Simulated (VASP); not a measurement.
# GaN (P4_12_12) in VASP: further runs, part 2 of 2

VASP 6.6.1. Earlier steps stand in the parts before.

### Step 4. Relaxation of cell and atoms, PBE

INCAR

```
PREC = Accurate
ENCUT = 600
EDIFF = 1E-6
ISMEAR = 0
SIGMA = 0.1
LREAL = F
LASPH = T
NELM = 80
ALGO = Normal
ISIF = 3
LWAVE = F
LCHARG = F
GGA = PE
IBRION = 2
NSW = 90
EDIFFG = -0.04
```

KPOINTS

```
Automatic mesh
0
Gamma
  4 4 6
```

POSCAR

```
GaN
1.0
    5.1156632600      0.0000000000      0.0000000000
    0.0000000000      5.1156632600      0.0000000000
    0.0000000000      0.0000000000      2.7927058400
Ga N
4 4
Direct
    0.6692432600      0.6692432600      0.5000000000
    0.1692432600      0.8307567400      0.2500000000
    0.3307567400      0.3307567400      0.0000000000
    0.8307567400      0.1692432600      0.7500000000
    0.8307567400      0.8307567400      0.0000000000
    0.3307567400      0.6692432600      0.7500000000
    0.1692432600      0.1692432600      0.5000000000
    0.6692432600      0.3307567400      0.2500000000
```

Potentials or basis: VASP PAW PBE potentials, release 64 (Ga_d, N).

Launch:

```
$ cat potpaw_PBE.64/Ga_d/POTCAR potpaw_PBE.64/N/POTCAR > POTCAR
$ mpirun -np 1 vasp_std > vasp.out
```

OUTCAR:

```text
PREC = Accurate
   ENCUT = 600
   EDIFF = 1E-6
   ISMEAR = 0
   LREAL = F
   LASPH = T
   NELM = 80
   ISIF = 3
   GGA = PE
   IBRION = 2
   NSW = 90
   EDIFFG = -0.04

 ion  position               nearest neighbor table
   1  0.669  0.669  0.500-   5 1.82   5 1.82   8 1.87   6 1.87   2 2.78   4 2.78   4 2.78   2 2.78
                             3 2.82   3 2.82
   2  0.169  0.831  0.250-   6 1.82   6 1.82   7 1.87   5 1.87   1 2.78   3 2.78   3 2.78   1 2.78
                             4 2.82   4 2.82
   3  0.331  0.331  0.000-   7 1.82   7 1.82   8 1.87   6 1.87   2 2.78   4 2.78   2 2.78   4 2.78
                             1 2.82   1 2.82
   4  0.831  0.169  0.750-   8 1.82   8 1.82   5 1.87   7 1.87   1 2.78   3 2.78   1 2.78   3 2.78
                             2 2.82   2 2.82
   5  0.831  0.831  0.000-   1 1.82   1 1.82   4 1.87   2 1.87
   6  0.331  0.669  0.750-   2 1.82   2 1.82   3 1.87   1 1.87
   7  0.169  0.169  0.500-   3 1.82   3 1.82   4 1.87   2 1.87
   8  0.669  0.331  0.250-   4 1.82   4 1.82   1 1.87   3 1.87

  LATTYP: Found a simple tetragonal cell.
 ALAT       =     5.1156632600
 C/A-ratio  =     0.5459127581

  Lattice vectors:

 A1 = (   5.1156632600,   0.0000000000,   0.0000000000)
 A2 = (   0.0000000000,   5.1156632600,   0.0000000000)
 A3 = (   0.0000000000,   0.0000000000,   2.7927058400)

Analysis of symmetry for initial positions (statically):
=====================================================================
 Subroutine PRICEL returns:
[... 227 lines left out ...]

 number of electron      72.0000029 magnetization

 E-fermi :   2.7777     XC(G=0): -10.2270

 val. band max:        2.7056660475   @ k =   0.0000   0.0000   0.1667
 cond. band min:       3.6081094274   @ k =   0.2500   0.0000   0.0000
 fundamental gap:      0.9024433798
 Fermi energy:         2.7777076110

 k-point     1 :       0.0000    0.0000    0.0000
  band No.  band energies     occupation
      1     -11.5932      2.00000
      2     -11.5076      2.00000
      3     -11.5076      2.00000
      4     -11.3632      2.00000
      5     -11.1504      2.00000
      6     -11.1504      2.00000
[... 1170 lines left out ...]
  FREE ENERGIE OF THE ION-ELECTRON SYSTEM (eV)
  ---------------------------------------------------
  free  energy   TOTEN  =       -45.6871101343 eV

  energy  without entropy=      -45.6871101343  energy(sigma->0) =      -45.68711013

[... ionic steps 4 to 7 ...]

--------------------------------------- Ionic step        8  -------------------------------------------

 number of electron      72.0000003 magnetization

------------------------ aborting loop because EDIFF is reached ----------------------------------------
[... 79 lines left out ...]
--------------------------------------- Ionic step       10  -------------------------------------------

 number of electron      72.0000002 magnetization

 Free energy of the ion-electron system (eV)
  ---------------------------------------------------
  ext. energy  EPLUGINS =         0.00000000
  ---------------------------------------------------
  free energy    TOTEN  =       -45.72639006 eV

  energy without entropy =      -45.72639006  energy(sigma->0) =      -45.72639006

 E-fermi :   5.6142     XC(G=0): -11.5966

 val. band max:        5.1843222357   @ k =   0.0000   0.0000   0.1667
 cond. band min:       6.3358983203   @ k =   0.0000   0.0000   0.0000
 fundamental gap:      1.1515760846
 Fermi energy:         5.6142172873

 k-point     1 :       0.0000    0.0000    0.0000
  band No.  band energies     occupation
      1     -10.8309      2.00000
      2      -9.7790      2.00000
      3      -9.7790      2.00000
      4      -9.3693      2.00000
      5      -8.6177      2.00000
      6      -8.6177      2.00000
[... 1128 lines left out ...]
  FREE ENERGIE OF THE ION-ELECTRON SYSTEM (eV)
  ---------------------------------------------------
  free  energy   TOTEN  =       -45.7263900572 eV

  energy  without entropy=      -45.7263900572  energy(sigma->0) =      -45.72639006

 reached required accuracy - stopping structural energy minimisation
```

OSZICAR:

```text
N       E                     dE             d eps       ncg     rms          rms(c)
DAV:   1     0.866168036287E+03    0.86617E+03   -0.35970E+04  2259   0.363E+03
[... 99 lines left out ...]
       N       E                     dE             d eps       ncg     rms          rms(c)
DAV:   1    -0.457265454534E+02   -0.23911E-03   -0.25900E-02  2136   0.129E+00    0.109E-01
DAV:   2    -0.457264515233E+02    0.93930E-04   -0.18287E-03  2510   0.551E-01    0.547E-02
DAV:   3    -0.457263959212E+02    0.55602E-04   -0.25835E-04  3162   0.135E-01    0.161E-02
DAV:   4    -0.457263918723E+02    0.40489E-05   -0.39390E-05  2418   0.447E-02    0.892E-03
DAV:   5    -0.457263898582E+02    0.20141E-05   -0.53258E-06  2503   0.196E-02    0.267E-03
DAV:   6    -0.457263900572E+02   -0.19905E-06   -0.23803E-06  1549   0.191E-02
  10 F= -.45726390E+02 E0= -.45726390E+02  d E =-.224232E-02
```

CONTCAR:

```text
GaN
   1.00000000000000
     5.5735468601308353    0.0000000000000000    0.0000000000000000
    -0.0000000000000000    5.5735468601308353   -0.0000000000000000
     0.0000000000000000    0.0000000000000000    3.0115706342526938
  Ga              N
     4     4
Direct
     0.6696836658129366    0.6696836658129366    0.5000000000000000
     0.1696836658129366    0.8303163341870634    0.2500000000000000
     0.3303163341870634    0.3303163341870634    0.0000000000000000
     0.8303163341870634    0.1696836658129366    0.7500000000000000
     0.8320318604598211    0.8320318604598211    0.0000000000000000
     0.3320318604598210    0.6679681395401789    0.7500000000000000
     0.1679681395401790    0.1679681395401790    0.5000000000000000
     0.6679681395401789    0.3320318604598210    0.2500000000000000

  0.00000000E+00  0.00000000E+00  0.00000000E+00
  0.00000000E+00  0.00000000E+00  0.00000000E+00
  0.00000000E+00  0.00000000E+00  0.00000000E+00
  0.00000000E+00  0.00000000E+00  0.00000000E+00
  0.00000000E+00  0.00000000E+00  0.00000000E+00
  0.00000000E+00  0.00000000E+00  0.00000000E+00
  0.00000000E+00  0.00000000E+00  0.00000000E+00
  0.00000000E+00  0.00000000E+00  0.00000000E+00
```

Wall time 6.1 min (1 thread of AMD EPYC 9R45 (Zen 5), shared host); peak memory 0.21 GiB.

What came out:

| Quantity | Value |
| --- | --- |
| Free energy | -45.7264 eV |
| Relaxed volume | 11.69 Å³/atom |
| Relaxed cell | a = 5.574 Å, b = 5.574 Å, c = 3.012 Å, α = 90.00°, β = 90.00°, γ = 90.00° |
| Space group after relaxing (to 0.1 Å) | P4_12_12 (No. 92) |
| Energy gained by relaxing | 437.0 meV/atom |
| Ionic steps | 10 |
| Pressure after relaxing | -0.4 GPa |
| Largest force after relaxing | 0.036 eV/Å |
| Band gap on the k mesh | 1.15 eV (least direct gap 1.24 eV) |

Forces in eV/Å, atoms in the order of the input:
```
Ga   0.025  0.025  0.000
Ga   0.025 -0.025  0.000
Ga  -0.025 -0.025  0.000
Ga  -0.025  0.025  0.000
N    0.018  0.018  0.000
N    0.018 -0.018  0.000
N   -0.018 -0.018  0.000
N   -0.018  0.018  0.000
```

The path:
| step | energy change (eV) | largest force (eV/Å) | pressure (GPa) | volume (Å³) |
| --- | --- | --- | --- | --- |
| 1 | 0.0000 | 0.3041 | 69.04 | 73.09 |
| 2 | -0.3855 | 0.1833 | -25.18 | 123.11 |
| 3 | -3.4567 | 0.2519 | -1.64 | 94.05 |
| 4 | -3.4625 | 0.2482 | -0.20 | 93.27 |
| 5 | -3.4629 | 0.2461 | 0.55 | 92.83 |
| 6 | -3.4927 | 0.1755 | 0.23 | 93.27 |
| 7 | -3.4937 | 0.1278 | 0.27 | 93.20 |
| 8 | -3.4958 | 0.0537 | -0.10 | 93.45 |
| 9 | -3.4959 | 0.0446 | -0.40 | 93.61 |
| 10 | -3.4959 | 0.0360 | -0.39 | 93.55 |

Final structure:
```yaml
crystal:
  lattice:
    - [5.57355, 0.00000, 0.00000]
    - [0.00000, 5.57355, 0.00000]
    - [0.00000, 0.00000, 3.01157]
  atoms:
    - { symbol: Ga, position: [0.66968, 0.66968, 0.50000] }
    - { symbol: Ga, position: [0.16968, 0.83032, 0.25000] }
    - { symbol: Ga, position: [0.33032, 0.33032, 0.00000] }
    - { symbol: Ga, position: [0.83032, 0.16968, 0.75000] }
    - { symbol: N, position: [0.83203, 0.83203, 0.00000] }
    - { symbol: N, position: [0.33203, 0.66797, 0.75000] }
    - { symbol: N, position: [0.16797, 0.16797, 0.50000] }
    - { symbol: N, position: [0.66797, 0.33203, 0.25000] }
```

Caveat: the volume moved by over 15 % at a fixed basis, so the end points are rough. A k mesh can miss the band edges.

### Step 5. Single point, PBE

This run uses another cell than the first one, of 11.66 Å³/atom.

INCAR

```
PREC = Accurate
ENCUT = 520
EDIFF = 1E-6
ISMEAR = 0
SIGMA = 0.02
LREAL = False
LASPH = True
NELM = 100
ALGO = Normal
ISIF = 2
LWAVE = False
LCHARG = True
GGA = PE
LELF = True
LVHAR = True
NBANDS = 46
```

KPOINTS

```
Automatic mesh
0
Gamma
  6 6 10
```

POSCAR

```
GaN
1.0
    5.5685301797      0.0000000000      0.0000000000
    0.0000000000      5.5685301797      0.0000000000
    0.0000000000      0.0000000000      3.0072211956
Ga N
4 4
Direct
    0.6701335156      0.6701335156      0.5000000000
    0.1701335156      0.8298664844      0.2500000000
    0.3298664844      0.3298664844      0.0000000000
    0.8298664844      0.1701335156      0.7500000000
    0.8325315960      0.8325315960      0.0000000000
    0.3325315960      0.6674684040      0.7500000000
    0.1674684040      0.1674684040      0.5000000000
    0.6674684040      0.3325315960      0.2500000000
```

Potentials or basis: VASP PAW PBE potentials, release 64 (Ga_d, N).

Launch:

```
$ cat potpaw_PBE.64/Ga_d/POTCAR potpaw_PBE.64/N/POTCAR > POTCAR
$ mpirun -np 1 vasp_std > vasp.out
```

OUTCAR:

```text
PREC = Accurate
   ENCUT = 520
   EDIFF = 1E-6
   ISMEAR = 0
   LREAL = False
   LASPH = True
   NELM = 100
   ISIF = 2
   GGA = PE

 ion  position               nearest neighbor table
   1  0.670  0.670  0.500-   5 1.97   5 1.97   8 2.02   6 2.02
   2  0.170  0.830  0.250-   6 1.97   6 1.97   7 2.02   5 2.02
   3  0.330  0.330  0.000-   7 1.97   7 1.97   8 2.02   6 2.02
   4  0.830  0.170  0.750-   8 1.97   8 1.97   5 2.02   7 2.02
   5  0.833  0.833  0.000-   1 1.97   1 1.97   4 2.02   2 2.02
   6  0.333  0.667  0.750-   2 1.97   2 1.97   3 2.02   1 2.02
   7  0.167  0.167  0.500-   3 1.97   3 1.97   4 2.02   2 2.02
   8  0.667  0.333  0.250-   4 1.97   4 1.97   1 2.02   3 2.02

  LATTYP: Found a simple tetragonal cell.
 ALAT       =     5.5685301797
 C/A-ratio  =     0.5400385916

  Lattice vectors:

 A1 = (   5.5685301797,   0.0000000000,   0.0000000000)
 A2 = (   0.0000000000,   5.5685301797,   0.0000000000)
 A3 = (   0.0000000000,   0.0000000000,   3.0072211956)

Analysis of symmetry for initial positions (statically):
=====================================================================
 Subroutine PRICEL returns:
 Original cell was already a primitive cell.

 Routine SETGRP: Setting up the symmetry group for a
 simple tetragonal supercell.

 Subroutine GETGRP returns: Found  8 space group operations
 (whereof  2 operations were pure point group operations)
 out of a pool of 16 trial point group operations.

The static configuration has the point symmetry C_2 .
 The point group associated with its full space group is D_4 .

Analysis of symmetry for dynamics (positions and initial velocities):
=====================================================================
 Subroutine PRICEL returns:
 Original cell was already a primitive cell.
[... 143 lines left out ...]
  Fermi-wavevector in a.u.,A,eV,Ry     =   1.501885  2.838152 30.690118  2.255660
  Thomas-Fermi vector in A             =   2.613198
   LORBIT       =      0    0 simple, 1 ext, 2 COOP (PROOUT), +10 PAW based schemes
   GGA     = PE    functional components
   LHFCALC =     F    Hartree Fock is set to
   AEXX    =    0.0000 exact exchange contribution
   IVDW    =     0    specifies the selected vdW correction
   LEPSILON=     F    determine dielectric tensor
   LRPA    =     F    only Hartree local field effects (RPA)
 non-spin polarized calculation
 Gauss-broadening in eV      SIGMA  =   0.02
  energy-cutoff  :      520.00
  volume of cell :       93.25
 maximum number of plane-waves:      2540
 NGX is ok and might be reduce to    42
   NGX = 21   NGY = 21   NGZ = 11

 number of electron      72.0000006 magnetization

 Free energy of the ion-electron system (eV)
  ---------------------------------------------------
  ext. energy  EPLUGINS =         0.00000000
  ---------------------------------------------------
  free energy    TOTEN  =       -45.74864053 eV

  energy without entropy =      -45.74864053  energy(sigma->0) =      -45.74864053

 E-fermi :   5.3454     XC(G=0): -11.6141

 val. band max:        5.2191110684   @ k =   0.0000   0.0000   0.2000
 cond. band min:       6.3901166419   @ k =   0.0000   0.0000   0.0000
 fundamental gap:      1.1710055735
 Fermi energy:         5.3453602959

 k-point     1 :       0.0000    0.0000    0.0000
  band No.  band energies     occupation
      1     -10.8246      2.00000
      2      -9.7584      2.00000
      3      -9.7584      2.00000
      4      -9.3466      2.00000
      5      -8.5833      2.00000
      6      -8.5833      2.00000
[... 1165 lines left out ...]
     45      14.2718      0.00000
     46      14.2718      0.00000

 [... further k-points ...]

------------------------ aborting loop because EDIFF is reached ----------------------------------------

  FORCE on cell =-STRESS in cart. coord.  units (eV):
  Direction    XX          YY          ZZ          XY          YZ          ZX
  --------------------------------------------------------------------------------------
  -------------------------------------------------------------------------------------
  Total        0.1614011      0.1614011      0.2235792      0.0000000      0.0000000      0.0000000
  in kB        2.7731320      2.7731320      3.8414530      0.0000000      0.0000000      0.0000000
  external PRESSURE =       3.1292390 kB  Pullay stress =       0.0000000 kB

 VOLUME and BASIS-vectors are now :
 -----------------------------------------------------------------------------
  energy-cutoff  :      520.00
  volume of cell :       93.25
      direct lattice vectors                 reciprocal lattice vectors
     5.568530180  0.000000000  0.000000000     0.179580602  0.000000000  0.000000000
     0.000000000  5.568530180  0.000000000     0.000000000  0.179580602  0.000000000
     0.000000000  0.000000000  3.007221196     0.000000000  0.000000000  0.332532905

 POSITION                                       TOTAL-FORCE (eV/Angst)
 -----------------------------------------------------------------------------------
      3.73166      3.73166      1.50361         0.006289      0.006289     -0.000000
      0.94739      4.62114      0.75181         0.006289     -0.006289     -0.000000
      1.83687      1.83687      0.00000        -0.006289     -0.006289     -0.000000
      4.62114      0.94739      2.25542        -0.006289      0.006289      0.000000
      4.63598      4.63598      0.00000        -0.003453     -0.003453     -0.000000
      1.85171      3.71682      2.25542        -0.003453      0.003453      0.000000
      0.93255      0.93255      1.50361         0.003453      0.003453     -0.000000
      3.71682      1.85171      0.75181         0.003453     -0.003453     -0.000000
 -----------------------------------------------------------------------------------
    total drift:                               -0.000001      0.000001      0.000000

  FREE ENERGIE OF THE ION-ELECTRON SYSTEM (eV)
  ---------------------------------------------------
  free  energy   TOTEN  =       -45.7486405304 eV

  energy  without entropy=      -45.7486405304  energy(sigma->0) =      -45.74864053
```

OSZICAR:

```text
N       E                     dE             d eps       ncg     rms          rms(c)
DAV:   1     0.793826049512E+03    0.79383E+03   -0.32828E+04  6150   0.290E+03
DAV:   2     0.105977926940E+03   -0.68785E+03   -0.65383E+03  5680   0.711E+02
DAV:   3    -0.411090293118E+02   -0.14709E+03   -0.14144E+03  6406   0.218E+02
DAV:   4    -0.533745118094E+02   -0.12265E+02   -0.12108E+02  6826   0.644E+01
DAV:   5    -0.538312671970E+02   -0.45676E+00   -0.45594E+00  6916   0.127E+01    0.153E+01
DAV:   6    -0.455664547454E+02    0.82648E+01   -0.27356E+01 10132   0.565E+01    0.419E+00
DAV:   7    -0.458175014914E+02   -0.25105E+00   -0.37482E+00  6150   0.112E+01    0.371E+00
DAV:   8    -0.457846552161E+02    0.32846E-01   -0.55315E-01  8842   0.686E+00    0.112E+00
DAV:   9    -0.457461871039E+02    0.38468E-01   -0.19134E-01  8238   0.508E+00    0.441E-01
DAV:  10    -0.457487003606E+02   -0.25133E-02   -0.17730E-02  6056   0.132E+00    0.144E-01
DAV:  11    -0.457486067019E+02    0.93659E-04   -0.57726E-03  8014   0.955E-01    0.104E-01
DAV:  12    -0.457486552968E+02   -0.48595E-04   -0.75886E-04  6488   0.158E-01    0.625E-02
DAV:  13    -0.457486410177E+02    0.14279E-04   -0.90897E-05  7678   0.508E-02    0.146E-02
DAV:  14    -0.457486404524E+02    0.56526E-06   -0.16026E-05  6674   0.251E-02    0.114E-02
DAV:  15    -0.457486405304E+02   -0.77956E-07   -0.96794E-07  4028   0.110E-02
   1 F= -.45748641E+02 E0= -.45748641E+02  d E =-.310297E-21
```

Run time: 2.5 min. Hardware: 1 thread of AMD EPYC 9R45 (Zen 5), shared host; peak memory 0.29 GiB.

Results:

| Item | Value |
| --- | --- |
| Free energy | -45.7486 eV |
| Pressure | 0.3 GPa |
| Largest force | 0.009 eV/Å |
| Band gap on the k mesh | 1.17 eV (least direct gap 1.27 eV) |

Forces in eV/Å, atoms in the order of the input:
```
Ga   0.006  0.006  0.000
Ga   0.006 -0.006  0.000
Ga  -0.006 -0.006  0.000
Ga  -0.006  0.006  0.000
N   -0.003 -0.003  0.000
N   -0.003  0.003  0.000
N    0.003  0.003  0.000
N    0.003 -0.003  0.000
```

Levels at points of the mesh, in eV from the valence-band top:
| k point | band 34 | band 35 | band 36 | band 37 | band 38 | band 39 |
| --- | --- | --- | --- | --- | --- | --- |
| (0.00, 0.00, 0.00) | -0.32 | -0.32 | -0.10 | 1.17 | 4.50 | 4.50 |
| (0.50, 0.00, 0.00) | -0.69 | -0.40 | -0.40 | 3.56 | 3.56 | 4.91 |
| (0.50, 0.50, 0.00) | -0.60 | -0.44 | -0.44 | 4.10 | 4.10 | 4.19 |
| (0.00, 0.00, 0.50) | -1.90 | -1.40 | -1.40 | 3.13 | 3.13 | 4.55 |
| (0.50, 0.00, 0.50) | -1.17 | -0.72 | -0.72 | 3.64 | 3.64 | 4.71 |
| (0.50, 0.50, 0.50) | -1.18 | -1.18 | -1.18 | 4.07 | 4.07 | 4.07 |

A k mesh can miss the band edges.

### Step 6. The runs side by side

| task | cell | k mesh | cutoff (eV) | smearing | gap on the mesh (eV) | pressure (GPa) | largest force (eV/Å) |
| --- | --- | --- | --- | --- | --- | --- | --- |
| single point | a = 5.116, b = 5.116, c = 2.793 Å, 8 atoms, atomic positions A | 4 × 4 × 6 | 520 | gaussian 0.1 eV | 2.80 | 69.1 | 0.30 |
| single point | a = 5.566, b = 5.566, c = 3.005 Å, 8 atoms, atomic positions B | 4 × 4 × 6 | 520 | gaussian 0.1 eV | 1.18 | 0.5 | 0.01 |
| relaxation of cell and atoms | relaxed from a = 5.116, b = 5.116, c = 2.793 Å, 8 atoms, atomic positions A | 4 × 4 × 6 | 600 | gaussian 0.1 eV | 1.15 | -0.4 | 0.04 |
| single point | a = 5.569, b = 5.569, c = 3.007 Å, 8 atoms, atomic positions B | 6 × 6 × 10 | 520 | gaussian 0.02 eV | 1.17 | 0.3 | 0.01 |

Alike in all rows: level PBE; potentials or basis VASP PAW PBE potentials, release 64 (Ga_d, N); no spin polarisation.

Caveats: the cell stands under pressure (at least some runs); the volume moved by over 15 % at a fixed basis, so the end points are rough (at least some runs).

Total energies depend on the potentials used, so only differences within one code and one set of settings carry meaning.
